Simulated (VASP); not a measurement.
# Co (P6_3/mmc) in VASP: notebook, part 2 of 2

VASP 6.6.1. The steps go on from the part before.

**3. Single point, PBE, collinear spin, ferromagnetic start**

INCAR

```
SYSTEM = Co
PREC = Accurate ; ENCUT = 600
EDIFF = 1E-6 ; ISMEAR = -1
SIGMA = 0.05 ; LREAL = .False.
LASPH = .True. ; NELM = 200
ALGO = Normal ; ISIF = 2
LWAVE = .False. ; LCHARG = .True.
ISPIN = 2 ; MAGMOM = 2.5 2.5 2.5 2.5
LORBIT = 11 ; NUPDOWN = 10.0
LMAXMIX = 4 ; GGA = PE
LELF = .True. ; LVHAR = .True.
NBANDS = 46 ; GGA_COMPAT = .False.
```

KPOINTS

```
Automatic mesh
0
Gamma
  10 10 3
  0 0 0
```

POSCAR

```
Co
1.0
    2.4705617809      0.0000000000      0.0000000000
   -1.2352808905      2.1395692639      0.0000000000
    0.0000000000      0.0000000000      8.0882338000
Co
4
Direct
    0.6666666667      0.3333333333      0.7500000000
    0.0000000000      0.0000000000      0.5000000000
    0.3333333333      0.6666666667      0.2500000000
    0.0000000000      0.0000000000      0.0000000000
```

Potentials or basis: VASP PAW PBE potentials, release 64 (Co_sv).

Command:

```console
$ cat potpaw_PBE.64/Co_sv/POTCAR > POTCAR
$ mpirun -np 1 vasp_std > vasp.out
```

OUTCAR:

```text
SYSTEM = Co
   PREC = Accurate
   ENCUT = 600
   EDIFF = 1E-6
   ISMEAR = -1
   LREAL = .False.
   LASPH = .True.
   NELM = 200
   ISIF = 2
   ISPIN = 2
   LORBIT = 11
   NUPDOWN = 10.0
   GGA = PE

 ion  position               nearest neighbor table
   1  0.667  0.333  0.750-   2 2.47   4 2.47   2 2.47   4 2.47   2 2.47   4 2.47
   2  0.000  0.000  0.500-   1 2.47   3 2.47   1 2.47   3 2.47   1 2.47   3 2.47
   3  0.333  0.667  0.250-   2 2.47   4 2.47   2 2.47   4 2.47   2 2.47   4 2.47
   4  0.000  0.000  0.000-   1 2.47   3 2.47   1 2.47   3 2.47   1 2.47   3 2.47

  LATTYP: Found a hexagonal cell.
 ALAT       =     2.4705617809
 C/A-ratio  =     3.2738439745

  Lattice vectors:

 A1 = (   2.4705617809,   0.0000000000,   0.0000000000)
 A2 = (  -1.2352808905,   2.1395692639,   0.0000000000)
 A3 = (   0.0000000000,   0.0000000000,   8.0882338000)

Analysis of symmetry for initial positions (statically):
=====================================================================
 Subroutine PRICEL returns:
 Original cell was already a primitive cell.

 Routine SETGRP: Setting up the symmetry group for a
 hexagonal supercell.

 Subroutine GETGRP returns: Found 24 space group operations
 (whereof 12 operations were pure point group operations)
 out of a pool of 24 trial point group operations.

The static configuration has the point symmetry D_3d.
 The point group associated with its full space group is D_6h.

Analysis of symmetry for dynamics (positions and initial velocities):
=====================================================================
 Subroutine PRICEL returns:
 Original cell was already a primitive cell.

 Routine SETGRP: Setting up the symmetry group for a
 hexagonal supercell.

 Subroutine GETGRP returns: Found 24 space group operations
 (whereof 12 operations were pure point group operations)
 out of a pool of 24 trial point group operations.

The dynamic configuration has the point symmetry D_3d.
 The point group associated with its full space group is D_6h.

Analysis of structural, dynamic, and magnetic symmetry:
=====================================================================
[... 167 lines left out ...]
 fundamental gap:     -3.2123079133
 Fermi energy:        15.1785809766

 spin component 1

 k-point     1 :       0.0000    0.0000    0.0000
  band No.  band energies     occupation
      1     -84.6152      1.00000
      2     -84.5938      1.00000
      3     -84.5786      1.00000
      4     -84.5571      1.00000
      5     -47.9676      1.00000
      6     -47.8045      1.00000
[... 1165 lines left out ...]
     45      25.0258      0.00000
     46      25.6982      0.00000

 [... further k-points ...]

 spin component 2

 k-point     1 :       0.0000    0.0000    0.0000
  band No.  band energies     occupation
      1     -81.7924      1.00000
      2     -81.7664      1.00000
      3     -81.7566      1.00000
      4     -81.7306      1.00000
      5     -45.2357      1.00000
      6     -45.0591      1.00000
[... 1165 lines left out ...]
     45      26.0401      0.00000
     46      26.6502      0.00000

 [... further k-points ...]

------------------------ aborting loop because EDIFF is reached ----------------------------------------

  FORCE on cell =-STRESS in cart. coord.  units (eV):
  Direction    XX          YY          ZZ          XY          YZ          ZX
  --------------------------------------------------------------------------------------
  -------------------------------------------------------------------------------------
  Total        6.1275978      6.1275978      6.6975058     -0.0000000      0.0000000      0.0000000
  in kB      229.6281189    229.6281189    250.9850848     -0.0000000      0.0000000      0.0000000
  external PRESSURE =     236.7471075 kB  Pullay stress =       0.0000000 kB

 VOLUME and BASIS-vectors are now :
 -----------------------------------------------------------------------------
  energy-cutoff  :      600.00
  volume of cell :       42.75
      direct lattice vectors                 reciprocal lattice vectors
     2.470561781  0.000000000  0.000000000     0.404766239  0.233691897  0.000000000
    -1.235280890  2.139569264  0.000000000     0.000000000  0.467383794  0.000000000
     0.000000000  0.000000000  8.088233800     0.000000000  0.000000000  0.123636386

 POSITION                                       TOTAL-FORCE (eV/Angst)
 -----------------------------------------------------------------------------------
      1.23528      0.71319      6.06618         0.000000     -0.000000     -0.000000
      0.00000      0.00000      4.04412         0.000000      0.000000     -0.000000
     -0.00000      1.42638      2.02206        -0.000000      0.000000      0.000000
      0.00000      0.00000      0.00000         0.000000      0.000000     -0.000000
 -----------------------------------------------------------------------------------
    total drift:                                0.000000     -0.000000      0.000000

  FREE ENERGIE OF THE ION-ELECTRON SYSTEM (eV)
  ---------------------------------------------------
  free  energy   TOTEN  =       -25.6684595508 eV

  energy  without entropy=      -25.6357556977  energy(sigma->0) =      -25.65210762

 total charge

# of ion       s       p       d       tot
------------------------------------------
    1        2.270   6.163   6.566  14.999
    2        2.270   6.162   6.569  15.001
    3        2.270   6.163   6.566  14.999
    4        2.270   6.162   6.569  15.001
--------------------------------------------------
tot          9.078  24.651  26.270  59.999

 magnetization (x)

# of ion       s       p       d       tot
------------------------------------------
    1        0.021   0.044   2.287   2.353
    2        0.021   0.045   2.281   2.347
    3        0.021   0.044   2.287   2.353
    4        0.021   0.045   2.281   2.347
--------------------------------------------------
tot          0.085   0.178   9.136   9.399
```

OSZICAR:

```text
N       E                     dE             d eps       ncg     rms          rms(c)
DAV:   1     0.174242998021E+04    0.17424E+04   -0.37010E+04  6526   0.490E+03
DAV:   2     0.311603917083E+03   -0.14308E+04   -0.13815E+04  6682   0.129E+03
DAV:   3    -0.805005206798E+01   -0.31965E+03   -0.31097E+03  7722   0.635E+02
DAV:   4    -0.297701060105E+02   -0.21720E+02   -0.21661E+02  7984   0.154E+02
[... 10 lines left out ...]
DAV:  15    -0.256684667471E+02   -0.13807E-04   -0.38715E-05  7008   0.958E-02    0.240E-02
DAV:  16    -0.256684596366E+02    0.71105E-05   -0.65184E-06  5470   0.577E-02    0.834E-03
DAV:  17    -0.256684579260E+02    0.17106E-05   -0.15009E-06  3802   0.199E-02    0.411E-03
DAV:  18    -0.256684593872E+02   -0.14612E-05   -0.34217E-07  3434   0.189E-02    0.100E-03
DAV:  19    -0.256684595508E+02   -0.16356E-06   -0.18648E-07  3380   0.803E-03
   1 F= -.25668460E+02 E0= -.25652108E+02  d E =-.327039E-01  mag=    10.0000
```

It took 2.5 min on 1 thread of Intel Xeon Platinum 8488C (Sapphire Rapids), shared host; peak memory 0.23 GiB.

Results:

```
Free energy                                           : -25.6685 eV
Pressure                                              : 23.7 GPa
Net moment                                            : 10.00 μB per cell
Site moments                                          : Co +2.35 μB
Valence electrons inside the program's atomic spheres : Co 15.00
```

Caveat: the cell stands under pressure; the total moment is fixed, so each spin has its own Fermi level.

**4. Single point, r2SCAN+D3(BJ), collinear spin, ferromagnetic start**

This run uses another cell than the first one, of 10.90 Å³/atom.

POSCAR

```
Co
1.0
    2.4869235940      0.0000000000      0.0000000000
   -1.2434617971      2.1537390097      0.0000000000
    0.0000000000      0.0000000000      8.1417998233
Co
4
Direct
    0.6666666667      0.3333333333      0.7500000000
    0.0000000000      0.0000000000      0.5000000000
    0.3333333333      0.6666666667      0.2500000000
    0.0000000000      0.0000000000      0.0000000000
```

INCAR.step1

```
PREC = Accurate
ENCUT = 520
ISMEAR = -1
SIGMA = 0.05
LREAL = False
LASPH = True
NELM = 150
ISPIN = 2
MAGMOM = 2 2 2 2
LMAXMIX = 4
NBANDS = 30
GGA = PE
ALGO = Normal
EDIFF = 1E-4
LWAVE = True
LCHARG = False
```

INCAR.step2

```
PREC = Accurate
ENCUT = 520
EDIFF = 1E-7
ISMEAR = -1
SIGMA = 0.05
LREAL = False
LASPH = True
NELM = 150
ALGO = Normal
ISIF = 2
LWAVE = False
LCHARG = False
ISPIN = 2
MAGMOM = 2 2 2 2
LORBIT = 11
LMAXMIX = 4
METAGGA = R2SCAN
LMIXTAU = True
IVDW = 12
VDW_S6 = 1.0
VDW_S8 = 0.78981345
VDW_A1 = 0.49484001
VDW_A2 = 5.73083694
NBANDS = 30
ISTART = 1
```

KPOINTS

```
regular mesh
0
Gamma
  12 12 4
```

Potentials or basis: VASP PAW PBE potentials, release 64 (Co).

Command:

```console
$ cat potpaw_PBE.64/Co/POTCAR > POTCAR
$ cp INCAR.step1 INCAR
$ mpirun -np 1 vasp_std > vasp.out
$ cp INCAR.step2 INCAR
$ mpirun -np 1 vasp_std > vasp.out
```

Wall time 5.3 min (1 thread of Intel Xeon 6975P-C (Granite Rapids), shared host); peak memory 0.26 GiB.

The run converged. Its results:

| Property | Result |
| --- | --- |
| Free energy | -53.6589 eV |
| Pressure | -7.5 GPa |
| Net moment | 7.07 μB per cell |
| Site moments | Co +1.85, +1.82 (each value once) μB |
| Valence electrons inside the program's atomic spheres | Co 8.28, 8.29 (each value once) |
| Dispersion energy per atom | -0.194 eV |

Levels at points of the mesh, in eV from the Fermi level:
Spin up:
```tsv
k point	band 18	band 19	band 20	band 21	band 22	band 23	band 24	band 25	band 26	band 27
(0.00, 0.00, 0.00)	-2.45	-2.45	-2.06	-2.06	-1.68	-1.68	-0.53	5.83	14.75	14.76
(0.50, 0.00, 0.00)	-1.40	-1.34	-1.33	-0.02	1.14	2.02	2.74	6.68	6.69	10.24
(0.00, 0.00, 0.50)	-2.60	-2.42	-2.42	-1.85	-1.85	-1.85	-1.85	9.00	9.00	21.09
(0.50, 0.00, 0.50)	-1.55	-1.39	-1.39	0.78	0.78	2.46	2.46	7.10	7.10	9.04
```
Spin down:
| k point | band 12 | band 13 | band 14 | band 15 | band 16 | band 17 |
| --- | --- | --- | --- | --- | --- | --- |
| (0.00, 0.00, 0.00) | -1.05 | -0.91 | -0.91 | -0.85 | -0.85 | 0.45 |
| (0.50, 0.00, 0.00) | -0.05 | -0.04 | 0.15 | 1.04 | 1.23 | 1.27 |
| (0.00, 0.00, 0.50) | -1.07 | -0.97 | -0.97 | -0.97 | -0.97 | 0.57 |
| (0.50, 0.00, 0.50) | -0.74 | -0.45 | -0.45 | 0.93 | 0.93 | 1.34 |

Caveat: the cell stands under tension; the PAW data sets were made with another functional, which shifts forces and pressure a little.

**5. Single point, r2SCAN+D3(BJ), collinear spin, ferromagnetic start**

This run uses another cell than the first one, of 11.12 Å³/atom.

POSCAR

```
Co
1.0
    2.5030729010      0.0000000000      0.0000000000
   -1.2515364506      2.1677247198      0.0000000000
    0.0000000000      0.0000000000      8.1946701348
Co
4
Direct
    0.6666666667      0.3333333333      0.7500000000
    0.0000000000      0.0000000000      0.5000000000
    0.3333333333      0.6666666667      0.2500000000
    0.0000000000      0.0000000000      0.0000000000
```

INCAR.step1

```
SYSTEM = Co
PREC = Accurate
ENCUT = 520
ISMEAR = -1
SIGMA = 0.05
LREAL = .FALSE.
LASPH = .TRUE.
NELM = 150
ISPIN = 2
MAGMOM = 2 2 2 2
LMAXMIX = 4
NBANDS = 30
GGA = PE
ALGO = Normal
EDIFF = 1E-4
LWAVE = .TRUE.
LCHARG = .FALSE.
```

INCAR.step2

```
SYSTEM = Co
PREC = Accurate
ENCUT = 520
EDIFF = 1E-6
ISMEAR = -1
SIGMA = 0.05
LREAL = .FALSE.
LASPH = .TRUE.
NELM = 150
ALGO = Normal
ISIF = 2
LWAVE = .FALSE.
LCHARG = .FALSE.
ISPIN = 2
MAGMOM = 2 2 2 2
LORBIT = 11
LMAXMIX = 4
METAGGA = R2SCAN
LMIXTAU = .TRUE.
IVDW = 12
VDW_S6 = 1.0
VDW_S8 = 0.78981345
VDW_A1 = 0.49484001
VDW_A2 = 5.73083694
NBANDS = 30
ISTART = 1
```

KPOINTS

```
Automatic mesh
0
G
  12 12 4
  0 0 0
```

Potentials or basis: VASP PAW PBE potentials, release 64 (Co).

Command:

```console
$ cat potpaw_PBE.64/Co/POTCAR > POTCAR
$ cp INCAR.step1 INCAR
$ mpirun -np 1 vasp_std > vasp.out
$ cp INCAR.step2 INCAR
$ mpirun -np 1 vasp_std > vasp.out
```

OUTCAR:

```text
SYSTEM = Co
   PREC = Accurate
   ENCUT = 520
   EDIFF = 1E-6
   ISMEAR = -1
   LREAL = .FALSE.
   LASPH = .TRUE.
   NELM = 150
   ISIF = 2
   ISPIN = 2
   LORBIT = 11
   METAGGA = R2SCAN
   IVDW = 12
   ISTART = 1
 IVDW          = 12

 ion  position               nearest neighbor table
   1  0.667  0.333  0.750-   2 2.51   4 2.51   2 2.51   4 2.51   2 2.51   4 2.51
   2  0.000  0.000  0.500-   1 2.51   3 2.51   1 2.51   3 2.51   1 2.51   3 2.51
   3  0.333  0.667  0.250-   2 2.51   4 2.51   2 2.51   4 2.51   2 2.51   4 2.51
   4  0.000  0.000  0.000-   1 2.51   3 2.51   1 2.51   3 2.51   1 2.51   3 2.51

  LATTYP: Found a hexagonal cell.
 ALAT       =     2.5030729010
 C/A-ratio  =     3.2738439746

  Lattice vectors:

 A1 = (   2.5030729010,   0.0000000000,   0.0000000000)
 A2 = (  -1.2515364506,   2.1677247198,   0.0000000000)
 A3 = (   0.0000000000,   0.0000000000,   8.1946701348)

Analysis of symmetry for initial positions (statically):
=====================================================================
 Subroutine PRICEL returns:
[... 1797 lines left out ...]
  FORCE on cell =-STRESS in cart. coord.  units (eV):
  Direction    XX          YY          ZZ          XY          YZ          ZX
  --------------------------------------------------------------------------------------
  -------------------------------------------------------------------------------------
  Total      -3.13875    -3.13875    -3.05371     0.00000     0.00000     0.00000
  in kB    -113.09888  -113.09888  -110.03446     0.00000     0.00000     0.00000
  external pressure =     -112.08 kB  Pullay stress =        0.00 kB

 VOLUME and BASIS-vectors are now :
 -----------------------------------------------------------------------------
  energy-cutoff  :      520.00
  volume of cell :       44.46
      direct lattice vectors                 reciprocal lattice vectors
     2.503072901  0.000000000  0.000000000     0.399508939  0.230656594  0.000000000
    -1.251536451  2.167724720  0.000000000     0.000000000  0.461313187  0.000000000
     0.000000000  0.000000000  8.194670135     0.000000000  0.000000000  0.122030537

 POSITION                                       TOTAL-FORCE (eV/Angst)
 -----------------------------------------------------------------------------------
      1.25154      0.72257      6.14600        -0.000000      0.000000      0.000000
      0.00000      0.00000      4.09734        -0.000000      0.000000     -0.000000
     -0.00000      1.44515      2.04867         0.000000     -0.000000     -0.000000
      0.00000      0.00000      0.00000        -0.000000      0.000000     -0.000000
 -----------------------------------------------------------------------------------
    total drift:                                0.000000     -0.000000      0.000000

  FREE ENERGIE OF THE ION-ELECTRON SYSTEM (eV)
  ---------------------------------------------------
  free  energy   TOTEN  =       -53.6088907269 eV

  energy  without entropy=      -53.5854413604  energy(sigma->0) =      -53.59716604

 total charge

# of ion       s       p       d       tot
------------------------------------------
    1        0.499   0.542   7.202   8.242
    2        0.501   0.539   7.214   8.253
    3        0.499   0.542   7.202   8.242
    4        0.501   0.539   7.214   8.253
--------------------------------------------------
tot          1.999   2.161  28.831  32.990

 magnetization (x)

# of ion       s       p       d       tot
------------------------------------------
    1       -0.008  -0.079   1.943   1.856
    2       -0.009  -0.076   1.911   1.826
    3       -0.008  -0.079   1.943   1.856
    4       -0.009  -0.076   1.911   1.826
--------------------------------------------------
tot         -0.036  -0.309   7.709   7.364
```

OUTCAR.step1:

```text
SYSTEM = Co
   PREC = Accurate
   ENCUT = 520
   ISMEAR = -1
   LREAL = .FALSE.
   LASPH = .TRUE.
   NELM = 150
[... 1836 lines left out ...]
      0.00000      0.00000      4.09734        -0.000000      0.000000     -0.000000
     -0.00000      1.44515      2.04867        -0.000000      0.000000     -0.000000
      0.00000      0.00000      0.00000        -0.000000      0.000000     -0.000000
 -----------------------------------------------------------------------------------
    total drift:                                0.000000     -0.000000      0.000000

  FREE ENERGIE OF THE ION-ELECTRON SYSTEM (eV)
  ---------------------------------------------------
  free  energy   TOTEN  =       -28.1141738763 eV

  energy  without entropy=      -28.0801693917  energy(sigma->0) =      -28.09717163
```

OSZICAR.step1:

```text
N       E                     dE             d eps       ncg     rms          rms(c)
DAV:   1     0.238266829765E+03    0.23827E+03   -0.15581E+04  6936   0.162E+03
DAV:   2    -0.174482849570E+02   -0.25572E+03   -0.23845E+03  6846   0.309E+02
DAV:   3    -0.320047963056E+02   -0.14557E+02   -0.13664E+02  7656   0.998E+01
DAV:   4    -0.322689717896E+02   -0.26418E+00   -0.26374E+00  8480   0.130E+01
DAV:   5    -0.322798532231E+02   -0.10881E-01   -0.10881E-01  9482   0.205E+00    0.206E+01
DAV:   6    -0.289337344526E+02    0.33461E+01   -0.26688E+01  7610   0.754E+01    0.103E+01
DAV:   7    -0.285467988966E+02    0.38694E+00   -0.50246E+00  7844   0.393E+01    0.118E+01
DAV:   8    -0.288938930605E+02   -0.34709E+00   -0.59205E+00  7996   0.486E+01    0.139E+01
DAV:   9    -0.281347937183E+02    0.75910E+00   -0.16092E+00  8242   0.266E+01    0.245E+00
DAV:  10    -0.281167567483E+02    0.18037E-01   -0.14341E-01  8284   0.434E+00    0.806E-01
DAV:  11    -0.281142640235E+02    0.24927E-02   -0.13696E-02  8288   0.105E+00    0.378E-01
DAV:  12    -0.281141738763E+02    0.90147E-04   -0.97334E-04  7360   0.326E-01
   1 F= -.28114174E+02 E0= -.28097172E+02  d E =-.340045E-01  mag=     6.6868
```

Wall time 5.9 min (1 thread of Intel Xeon 6975P-C (Granite Rapids), shared host); peak memory 0.27 GiB.

What came out:

```yaml
Free_energy: -53.6089 eV
Pressure: -11.2 GPa
Net_moment: 7.09 μB per cell
Site_moments: Co +1.86, +1.83 (each value once) μB
Valence_electrons_inside_the_program's_atomic_spheres: Co 8.24, 8.25 (each value once)
Dispersion_energy_per_atom: -0.191 eV
```

Caveat: the cell stands under tension; the PAW data sets were made with another functional, which shifts forces and pressure a little.

**6. Summary**

```csv
level,potentials or basis,spin,fixed moment (μB),cell,k mesh,cutoff (eV),gap on the mesh (eV),pressure (GPa),moment (μB)
PBE,"VASP PAW PBE potentials, release 64 (Co_sv)","collinear, zero start",0.0,"a = 2.471, b = 2.471, c = 8.088 Å, angles 90.0, 90.0, 120.0°, 4 atoms",10 × 10 × 3,600,-,-12.0,0.00
PBE,"VASP PAW PBE potentials, release 64 (Co_sv)","collinear, ferromagnetic start",10.0,"a = 2.471, b = 2.471, c = 8.088 Å, angles 90.0, 90.0, 120.0°, 4 atoms",10 × 10 × 3,600,-,23.7,10.00
r2SCAN+D3(BJ),"VASP PAW PBE potentials, release 64 (Co)","collinear, ferromagnetic start",-,"a = 2.487, b = 2.487, c = 8.142 Å, angles 90.0, 90.0, 120.0°, 4 atoms",12 × 12 × 4,520,none,-7.5,7.07
r2SCAN+D3(BJ),"VASP PAW PBE potentials, release 64 (Co)","collinear, ferromagnetic start",-,"a = 2.503, b = 2.503, c = 8.195 Å, angles 90.0, 90.0, 120.0°, 4 atoms",12 × 12 × 4,520,none,-11.2,7.09
```

Alike in all rows: task single point; smearing fermi-dirac 0.05 eV.

Caveats: the cell stands under tension (at least some runs); the total moment is fixed, so each spin has its own Fermi level (at least some runs); the PAW data sets were made with another functional, which shifts forces and pressure a little (at least some runs); the cell stands under pressure (at least some runs).

Total energies depend on the potentials used, so only differences within one code and one set of settings carry meaning.
